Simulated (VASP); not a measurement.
A run of VASP 6.6.1 is set up as follows.

File INCAR:

```
PREC = Accurate
ENCUT = 600
EDIFF = 1E-6
ISMEAR = 0
SIGMA = 0.02
LREAL = F
LASPH = T
NELM = 80
ALGO = Normal
ISIF = 3
LWAVE = F
LCHARG = F
GGA = PE
IBRION = 2
NSW = 100
EDIFFG = -0.005
```

Contents of KPOINTS:

```
regular mesh
0
Gamma
  6 6 6
```

POSCAR

```
CdTe
1.0
    0.0000000000      3.2821135562      3.2821135562
    3.2821135562      0.0000000000      3.2821135562
    3.2821135562      3.2821135562      0.0000000000
Cd Te
1 1
Direct
    0.0000000000      0.0000000000      0.0000000000
    0.2500000000      0.2500000000      0.2500000000
```

Potentials or basis: VASP PAW PBE potentials, release 64 (Cd, Te).

Launch:

```console
$ cat potpaw_PBE.64/Cd/POTCAR potpaw_PBE.64/Te/POTCAR > POTCAR
$ mpirun -np 1 vasp_std > vasp.out
```

**Question.** What does it give for the space group after relaxing (to 0.05 Å)?

**Answer.** F-43m (No. 216).

**Question.** Estimate the band gap on the k mesh.

**Answer.** 0.57 eV, direct.

**Question.** What does it give for the relaxed volume?

**Answer.** 36.32 Å³/atom.

**Question.** What does it give for the relaxed cell?

**Answer.** a = 4.683 Å, b = 4.683 Å, c = 4.683 Å, α = 60.00°, β = 60.00°, γ = 60.00°.

Step by step:
| step | energy change (eV) | largest force (eV/Å) | pressure (GPa) | volume (Å³) |
| --- | --- | --- | --- | --- |
| 1 | 0.0000 | 0.0000 | 1.01 | 70.71 |
| 2 | -0.0057 | 0.0000 | -0.18 | 73.02 |
| 3 | -0.0059 | 0.0000 | 0.00 | 72.64 |

Caveat: spin-orbit coupling is left out, which moves the levels of the heavy elements. Expect the measured gap to be larger: semilocal functionals such as PBE lack the derivative discontinuity.
